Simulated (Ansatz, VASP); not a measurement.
**One calculation of Ga, two programs**

```xyz
2
Lattice="3.0736 0.0000 0.0000 -1.5368 2.6618 0.0000 0.0000 0.0000 4.8480" Properties=species:S:1:pos:R:3 pbc="T T T"
Ga    0.0000    1.7746    1.2120
Ga    1.5368    0.8873    3.6360
```

Alike in both runs: task single point; functional RPBE; k mesh 13 × 13 × 8; occupations fermi-dirac, width 0.1 eV; no spin polarisation.

```csv
,VASP,Ansatz
version,VASP 6.6.1,Ansatz 0.2.0
potentials or method,"VASP PAW PBE potentials, release 64 (Ga_d), cutoff 520 eV","plane waves (420 eV) with PAW, scalar-relativistic"
valence electrons in the cell,26,26
```

|  | VASP | Ansatz | Ansatz less VASP |
| --- | --- | --- | --- |
| pressure (GPa) | 0.1 | 0.0 | -0.10 |
| traceless stress, the component that is largest in VASP (GPa) | -0.16 | -0.17 | -0.010 |

VASP's potentials were made for PBE, not for RPBE.
